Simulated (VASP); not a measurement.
**AlH2: relaxation of cell and atoms with PBE**

AlH2:

```
Al H
1.0
     2.99635    0.00000    0.00000
     0.00000    2.99635    0.00000
     0.00000    0.00000    2.70913
Al H
1 2
Direct
  0.00000 0.00000 0.50000
  0.00000 0.50000 0.00000
  0.50000 0.00000 0.00000
```

The cell was generated, and may not be a known phase.

* Program: VASP 6.6.1
* Task: relaxation of cell and atoms
* Functional: PBE
* Potentials or basis: VASP PAW PBE potentials, release 64 (Al, H)
* Cutoff: 600 eV
* k mesh: 16 × 16 × 16
* Occupations: gaussian, width 0.1 eV
* Spin: no spin polarisation
* Dipole correction: no
* Further INCAR settings: ALGO = Normal; EDIFF = 1e-07; IBRION = 2; EDIFFG = -0.01; NSW = 100; ISIF = 3

The relaxed volume is 8.25 Å³/atom, the relaxed cell is a = 3.043 Å, b = 3.043 Å, c = 2.671 Å, α = 90.00°, β = 90.00°, γ = 90.00° and the space group after relaxing (to 0.1 Å) is P4/mmm (No. 123). The energy gained by relaxing is 1.1 meV/atom. The ionic steps are 7 and the pressure after relaxing is -0.1 GPa. The band gap on the k mesh is zero (an odd number of electrons rules out a gap without spin polarisation).

Step by step:
```tsv
step	energy change (eV)	largest force (eV/Å)	pressure (GPa)	volume (Å³)
1	0.0000	0.0000	0.19	24.32
2	-0.0005	0.0000	0.19	24.36
3	-0.0020	0.0000	0.20	24.46
4	-0.0032	0.0000	0.27	24.66
5	-0.0034	0.0000	0.24	24.60
6	-0.0034	0.0000	0.25	24.61
7	-0.0034	0.0000	-0.14	24.74
```

Final structure:
```yaml
crystal:
  lattice:
    - [3.04303, 0.00000, 0.00000]
    - [0.00000, 3.04303, 0.00000]
    - [0.00000, 0.00000, 2.67124]
  atoms:
    - { symbol: Al, position: [0.00000, 0.00000, 0.50000] }
    - { symbol: H, position: [0.00000, 0.50000, 0.00000] }
    - { symbol: H, position: [0.50000, 0.00000, 0.00000] }
```

Levels at points of the mesh, in eV from the Fermi level:
```
           k point  band 1  band 2  band 3  band 4  band 5  band 6
(0.00, 0.00, 0.00)  -12.35   -1.43    4.34    4.34    6.27    8.72
(0.50, 0.00, 0.00)   -9.27   -7.88    5.42    6.67    8.17    9.77
(0.50, 0.50, 0.00)   -6.43   -6.43   -3.98    0.62   12.32   12.32
(0.00, 0.00, 0.50)   -8.84   -5.08    1.09    7.91    8.81    8.81
(0.50, 0.00, 0.50)   -5.99   -4.58   -1.62   -0.86    7.82   10.75
(0.50, 0.50, 0.50)   -3.54   -3.54   -0.63    1.30    1.30    3.38
```

It took 100 s on 1 thread of AMD EPYC 9R45 96-Core Processor (Zen 5), with other jobs on the host, peak memory 0.17 GiB.
